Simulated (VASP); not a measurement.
Set up this calculation in VASP 6.6.1, as the native input.

```
Task                   : single point
Functional             : r2SCAN
Potentials or basis    : VASP PAW PBE potentials, release 64 (In_d, Pd_sv_GW)
Cutoff                 : 590 eV
k mesh                 : 8 × 8 × 8
Occupations            : fermi-dirac, width 0.05 eV
Spin                   : no spin polarisation
Dipole correction      : no
Further INCAR settings : ALGO = Normal; EDIFF = 1e-06; NBANDS = 22
```

The system is InPd.

```
In Pd
1.0
     3.31494    0.00000    0.00000
     0.00000    3.31494    0.00000
     0.00000    0.00000    3.31494
In Pd
1 1
Cartesian
  0.0000 0.0000 0.0000
  1.6575 1.6575 1.6575
```

These files were run (other wordings do the same):

POSCAR

```
InPd
1.0
    3.3149408331      0.0000000000      0.0000000000
    0.0000000000      3.3149408331      0.0000000000
    0.0000000000      0.0000000000      3.3149408331
In Pd
1 1
Direct
    0.0000000000      0.0000000000      0.0000000000
    0.5000000000      0.5000000000      0.5000000000
```

INCAR.step1

```
SYSTEM = InPd
PREC     = Accurate       ! precision mode
ENCUT    = 590            ! plane-wave cutoff, eV
ISMEAR   = -1             ! smearing method
SIGMA    = 0.05           ! smearing width, eV
LREAL    = .False.        ! projectors in reciprocal space
LASPH    = .True.         ! aspherical terms in the spheres
NELM     = 120            ! most SCF steps
NBANDS   = 22             ! bands
GGA      = PE             ! functional
ALGO     = Normal         ! electronic algorithm
EDIFF    = 1E-5           ! SCF threshold, eV
LWAVE    = .True.         ! write WAVECAR
LCHARG   = .False.        ! write CHGCAR
GGA_COMPAT= .False.
```

INCAR.step2

```
SYSTEM = InPd
PREC     = Accurate       ! precision mode
ENCUT    = 590            ! plane-wave cutoff, eV
EDIFF    = 1E-6           ! SCF threshold, eV
ISMEAR   = -1             ! smearing method
SIGMA    = 0.05           ! smearing width, eV
LREAL    = .False.        ! projectors in reciprocal space
LASPH    = .True.         ! aspherical terms in the spheres
NELM     = 120            ! most SCF steps
ALGO     = Normal         ! electronic algorithm
ISIF     = 2              ! what is computed and relaxed
LWAVE    = .False.        ! write WAVECAR
LCHARG   = .False.        ! write CHGCAR
METAGGA  = R2SCAN         ! meta-GGA
LMIXTAU  = .True.       
NBANDS   = 22             ! bands
ISTART   = 1            
GGA_COMPAT= .False.
```

KPOINTS

```
Automatic mesh
0
Gamma
  8 8 8
  0 0 0
```

Potentials or basis: VASP PAW PBE potentials, release 64 (In_d, Pd_sv_GW).

Run with:

```sh
$ cat potpaw_PBE.64/In_d/POTCAR potpaw_PBE.64/Pd_sv_GW/POTCAR > POTCAR
$ cp INCAR.step1 INCAR
$ mpirun -np 1 vasp_std > vasp.out
$ cp INCAR.step2 INCAR
$ mpirun -np 1 vasp_std > vasp.out
```

It gave:

```json
{
 "Pressure": "-5.4 GPa",
 "Band gap on the k mesh": "zero (an odd number of electrons rules out a gap without spin polarisation)"
}
```

Caveat: the cell stands under tension; the PAW data sets were made with another functional, which shifts forces and pressure a little; spin-orbit coupling is left out, which moves the levels of the heavy elements.

It took 3.2 min on 1 thread of AMD EPYC 7R43 64-Core Processor (Zen 3), on a shared host, peak memory 0.17 GiB.
